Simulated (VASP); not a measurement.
# Ru (P6_3/mmc) in VASP: notebook, part 2 of 2

VASP 6.6.1. Earlier steps stand in the parts before.

**3. Single point, r2SCAN**

This run uses another cell than the first one, of 13.51 Å³/atom.

POSCAR

```
Ru
1.0
    2.7054028571      0.0000000000      0.0000000000
   -1.3527014285      2.3429476018      0.0000000000
    0.0000000000      0.0000000000      4.2617985169
Ru
2
Direct
    0.6666666667      0.3333333333      0.7500000000
    0.3333333333      0.6666666667      0.2500000000
```

INCAR.step1

```
SYSTEM = Ru
ALGO = Normal
EDIFF = 1E-4
ENCUT = 520
GGA = PE
ISMEAR = 0
LASPH = .True.
LCHARG = .False.
LREAL = .False.
LWAVE = .True.
NBANDS = 21
NELM = 100
PREC = Accurate
SIGMA = 0.1
```

INCAR.step2

```
SYSTEM = Ru
ALGO = Normal
EDIFF = 1E-7
ENCUT = 520
ISIF = 2
ISMEAR = 0
ISTART = 1
LASPH = .True.
LCHARG = .False.
LMIXTAU = .True.
LREAL = .False.
LWAVE = .False.
METAGGA = R2SCAN
NBANDS = 21
NELM = 100
PREC = Accurate
SIGMA = 0.1
```

KPOINTS

```
k-points
0
Gamma
  12 12 4
  0 0 0
```

Potentials or basis: VASP PAW PBE potentials, release 64 (Ru_pv).

Launch:

```sh
cat potpaw_PBE.64/Ru_pv/POTCAR > POTCAR
cp INCAR.step1 INCAR
mpirun -np 1 vasp_std > vasp.out
cp INCAR.step2 INCAR
mpirun -np 1 vasp_std > vasp.out
```

Run time: 2.7 min. Hardware: 1 thread of Intel Xeon 8259CL, shared host; peak memory 0.16 GiB.

It converged, with:

- Free energy: -50.8488 eV
- Pressure: 1.4 GPa
- Band gap on the k mesh: zero (bands 14 and 15 overlap by 3.14 eV)

Levels at points of the mesh, in eV from the Fermi level:
```csv
k point,band 11,band 12,band 13,band 14,band 15,band 16,band 17,band 18
"(0.00, 0.00, 0.00)",-2.58,-2.08,-2.08,-1.59,-1.59,1.16,1.16,1.33
"(0.50, 0.00, 0.00)",-2.24,-1.98,-1.65,1.39,1.83,1.94,4.17,6.36
"(0.00, 0.00, 0.50)",-3.00,-3.00,-2.91,-2.91,0.49,0.49,0.49,0.49
"(0.50, 0.00, 0.50)",-1.21,-1.21,0.38,0.38,1.66,1.66,3.48,3.48
```

Caveat: the k points lie up to 0.37 Å⁻¹ apart, too coarse for converged energies and pressures of a metal; the PAW data sets were made with another functional, which shifts forces and pressure a little.

**4. Single point, r2SCAN**

This run uses another cell than the first one, of 13.49 Å³/atom.

POSCAR

```
Ru
1.0
    2.7023858475      0.0000000000      0.0000000000
   -1.3511929237      2.3403347948      0.0000000000
    0.0000000000      0.0000000000      4.2658521063
Ru
2
Direct
    0.6666666667      0.3333333333      0.7500000000
    0.3333333333      0.6666666667      0.2500000000
```

INCAR.step1

```
PREC = Accurate
ENCUT = 520
ISMEAR = 0
SIGMA = 0.1
LREAL = False
LASPH = True
NELM = 100
NBANDS = 21
GGA = PE
ALGO = Normal
EDIFF = 1E-4
LWAVE = True
LCHARG = False
```

INCAR.step2

```
PREC = Accurate
ENCUT = 520
EDIFF = 1E-6
ISMEAR = 0
SIGMA = 0.1
LREAL = False
LASPH = True
NELM = 100
ALGO = Normal
ISIF = 2
LWAVE = False
LCHARG = False
METAGGA = R2SCAN
LMIXTAU = True
NBANDS = 21
ISTART = 1
```

KPOINTS

```
regular mesh
0
Gamma
  18 18 10
```

Potentials or basis: VASP PAW PBE potentials, release 64 (Ru_pv).

Launch:

```sh
cat potpaw_PBE.64/Ru_pv/POTCAR > POTCAR
cp INCAR.step1 INCAR
mpirun -np 1 vasp_std > vasp.out
cp INCAR.step2 INCAR
mpirun -np 1 vasp_std > vasp.out
```

OUTCAR:

```text
PREC = Accurate
   ENCUT = 520
   EDIFF = 1E-6
   ISMEAR = 0
   LREAL = False
   LASPH = True
   NELM = 100
   ISIF = 2
   METAGGA = R2SCAN
   ISTART = 1

 ion  position               nearest neighbor table
   1  0.667  0.333  0.750-   2 2.64   2 2.64   2 2.64   2 2.64   2 2.64   2 2.64
   2  0.333  0.667  0.250-   1 2.64   1 2.64   1 2.64   1 2.64   1 2.64   1 2.64

  LATTYP: Found a hexagonal cell.
 ALAT       =     2.7023858475
 C/A-ratio  =     1.5785503429

  Lattice vectors:

 A1 = (   2.7023858475,   0.0000000000,   0.0000000000)
 A2 = (  -1.3511929237,   2.3403347948,   0.0000000000)
 A3 = (   0.0000000000,   0.0000000000,   4.2658521063)

Analysis of symmetry for initial positions (statically):
=====================================================================
 Subroutine PRICEL returns:
 Original cell was already a primitive cell.

 Routine SETGRP: Setting up the symmetry group for a
 hexagonal supercell.

 Subroutine GETGRP returns: Found 24 space group operations
 (whereof 12 operations were pure point group operations)
 out of a pool of 24 trial point group operations.
[... 162 lines left out ...]
  free energy    TOTEN  =       -50.85893942 eV

  energy without entropy =      -50.85013263  energy(sigma->0) =      -50.85453603

 E-fermi :  12.8391     XC(G=0): -15.4528

 val. band max:       12.8381754093   @ k =   0.1667   0.1111   0.3000
 cond. band min:      12.8623594507   @ k =   0.0556  -0.0000   0.1000
 fundamental gap:      0.0241840414
 Fermi energy:        12.8391012496

 k-point     1 :       0.0000    0.0000    0.0000
  band No.  band energies     occupation
      1     -32.2681      2.00000
      2     -31.2397      2.00000
      3     -31.2397      2.00000
      4     -31.0507      2.00000
      5     -31.0506      2.00000
      6     -31.0020      2.00000
[... 565 lines left out ...]
     20      21.2575      0.00000
     21      24.6522      0.00000

 [... further k-points ...]

------------------------ aborting loop because EDIFF is reached ----------------------------------------

  FORCE on cell =-STRESS in cart. coord.  units (eV):
  Direction    XX          YY          ZZ          XY          YZ          ZX
  --------------------------------------------------------------------------------------
  -------------------------------------------------------------------------------------
  Total        0.2497356      0.2497356      0.2803258      0.0000000      0.0000000     -0.0000000
  in kB       14.8306419     14.8306419     16.6472516      0.0000000      0.0000000     -0.0000000
  external PRESSURE =      15.4361785 kB  Pullay stress =       0.0000000 kB

 VOLUME and BASIS-vectors are now :
 -----------------------------------------------------------------------------
  energy-cutoff  :      520.00
  volume of cell :       26.98
      direct lattice vectors                 reciprocal lattice vectors
     2.702385847  0.000000000  0.000000000     0.370043383  0.213644647  0.000000000
    -1.351192924  2.340334795  0.000000000     0.000000000  0.427289293  0.000000000
     0.000000000  0.000000000  4.265852106     0.000000000  0.000000000  0.234419754

 POSITION                                       TOTAL-FORCE (eV/Angst)
 -----------------------------------------------------------------------------------
      1.35119      0.78011      3.19939        -0.000000     -0.000000      0.000000
     -0.00000      1.56022      1.06646         0.000000      0.000000      0.000000
 -----------------------------------------------------------------------------------
    total drift:                               -0.000000      0.000000     -0.000000

  FREE ENERGIE OF THE ION-ELECTRON SYSTEM (eV)
  ---------------------------------------------------
  free  energy   TOTEN  =       -50.8589394239 eV

  energy  without entropy=      -50.8501326317  energy(sigma->0) =      -50.85453603
```

OSZICAR.step1:

```text
N       E                     dE             d eps       ncg     rms          rms(c)
DAV:   1     0.288758524925E+03    0.28876E+03   -0.17560E+04  9380   0.148E+03
DAV:   2    -0.139137272571E+02   -0.30267E+03   -0.29343E+03  9569   0.447E+02
DAV:   3    -0.197533360102E+02   -0.58396E+01   -0.58059E+01 10929   0.694E+01
DAV:   4    -0.197962322278E+02   -0.42896E-01   -0.42829E-01 11553   0.572E+00
DAV:   5    -0.197968663642E+02   -0.63414E-03   -0.62993E-03 10637   0.628E-01    0.180E+01
DAV:   6    -0.185444406464E+02    0.12524E+01   -0.28041E+00 10824   0.164E+01    0.494E+00
DAV:   7    -0.184681862168E+02    0.76254E-01   -0.42649E-01 10739   0.487E+00    0.107E+00
DAV:   8    -0.184607150659E+02    0.74712E-02   -0.17058E-02 10254   0.111E+00    0.311E-01
DAV:   9    -0.184604587175E+02    0.25635E-03   -0.62007E-04 10408   0.264E-01    0.344E-02
DAV:  10    -0.184604677756E+02   -0.90581E-05   -0.47529E-05  6047   0.727E-02
   1 F= -.18460468E+02 E0= -.18455935E+02  d E =-.906487E-02
```

Wall time 6.4 min (1 thread of Intel Xeon 8259CL, shared host); peak memory 0.22 GiB.

What came out:

```
Free energy            : -50.8589 eV
Pressure               : 1.5 GPa
Band gap on the k mesh : zero (bands 14 and 15 overlap by 3.29 eV)
```

Levels at points of the mesh, in eV from the Fermi level:
```tsv
k point	band 12	band 13	band 14	band 15	band 16	band 17
(0.00, 0.00, 0.00)	-2.00	-2.00	-1.49	-1.49	1.25	1.25
(0.50, 0.00, 0.00)	-1.88	-1.57	1.49	1.93	2.03	4.27
(0.00, 0.00, 0.50)	-2.91	-2.83	-2.83	0.58	0.58	0.58
(0.50, 0.00, 0.50)	-1.12	0.48	0.48	1.76	1.76	3.57
```

Caveat: the PAW data sets were made with another functional, which shifts forces and pressure a little.

**5. Relaxation of cell and atoms, r2SCAN**

POSCAR

```
Ru
1.0
    2.7553266055      0.0000000000      0.0000000000
   -1.3776633027      2.3861828361      0.0000000000
    0.0000000000      0.0000000000      4.4317463204
Ru
2
Direct
    0.6666666667      0.3333333333      0.7500000000
    0.3333333333      0.6666666667      0.2500000000
```

INCAR.step1

```
ALGO = Normal
EDIFF = 1E-4
ENCUT = 600
GGA = PE
ISMEAR = 0
LASPH = T
LCHARG = F
LREAL = F
LWAVE = T
NELM = 100
PREC = Accurate
SIGMA = 0.1
```

INCAR.step2

```
ALGO = Normal
EDIFF = 1E-6
EDIFFG = -0.05
ENCUT = 600
IBRION = 2
ISIF = 3
ISMEAR = 0
ISTART = 1
LASPH = T
LCHARG = F
LMIXTAU = T
LREAL = F
LWAVE = F
METAGGA = R2SCAN
NELM = 100
NSW = 80
PREC = Accurate
SIGMA = 0.1
```

KPOINTS

```
k-points
0
Gamma
  12 12 4
```

Launch:

```sh
cat potpaw_PBE.64/Ru_pv/POTCAR > POTCAR
cp INCAR.step1 INCAR
mpirun -np 1 vasp_std > vasp.out
cp INCAR.step2 INCAR
mpirun -np 1 vasp_std > vasp.out
```

Run time: 14 min. Hardware: 1 thread of Intel Xeon 8259CL, shared host; peak memory 0.19 GiB.

The run converged. Its results:

- Free energy: -50.8476 eV
- Relaxed volume: 13.56 Å³/atom
- Relaxed cell: a = 2.709 Å, b = 2.709 Å, c = 4.267 Å, α = 90.00°, β = 90.00°, γ = 120.00°
- Space group after relaxing (to 0.1 Å): P6_3/mmc (No. 194)
- Pressure after relaxing: 0.1 GPa
- Band gap on the k mesh: zero (bands 14 and 15 overlap by 3.12 eV)

Final structure:
```xyz
2
Lattice="2.7088 0.0000 0.0000 -1.3544 2.3459 0.0000 0.0000 0.0000 4.2669" Properties=species:S:1:pos:R:3 pbc="T T T"
Ru    1.3544    0.7820    3.2002
Ru    0.0000    1.5639    1.0667
```

Levels at points of the mesh, in eV from the Fermi level:
```tsv
k point	band 12	band 13	band 14	band 15	band 16	band 17
(0.00, 0.00, 0.00)	-2.07	-2.07	-1.58	-1.58	1.15	1.15
(0.50, 0.00, 0.00)	-1.97	-1.64	1.38	1.82	1.93	4.15
(0.00, 0.00, 0.50)	-2.98	-2.89	-2.89	0.49	0.49	0.49
(0.50, 0.00, 0.50)	-1.21	0.38	0.38	1.65	1.65	3.46
```

Caveat: the PAW data sets were made with another functional, which shifts forces and pressure a little.

**6. Overview**

| task | cell | k mesh | cutoff (eV) | gap on the mesh (eV) | pressure (GPa) |
| --- | --- | --- | --- | --- | --- |
| single point | a = 2.755, b = 2.755, c = 4.432 Å, angles 90.0, 90.0, 120.0°, 2 atoms | 6 × 6 × 4 | 520 | none | -19.9 |
| single point | a = 2.705, b = 2.705, c = 4.262 Å, angles 90.0, 90.0, 120.0°, 2 atoms | 12 × 12 × 4 | 520 | none | 1.4 |
| single point | a = 2.702, b = 2.702, c = 4.266 Å, angles 90.0, 90.0, 120.0°, 2 atoms | 18 × 18 × 10 | 520 | none | 1.5 |
| relaxation of cell and atoms | relaxed from a = 2.755, b = 2.755, c = 4.432 Å, angles 90.0, 90.0, 120.0°, 2 atoms | 12 × 12 × 4 | 600 | none | 0.1 |

Alike in all rows: level r2SCAN; potentials or basis VASP PAW PBE potentials, release 64 (Ru_pv); no spin polarisation; smearing gaussian 0.1 eV.

Caveats: some runs use coarse meshes; the PAW data sets were made with another functional, which shifts forces and pressure a little.

Absolute energies hang on the potentials; compare differences alone.

The gap in the log of VASP goes by the Fermi energy; the results here count the filled bands.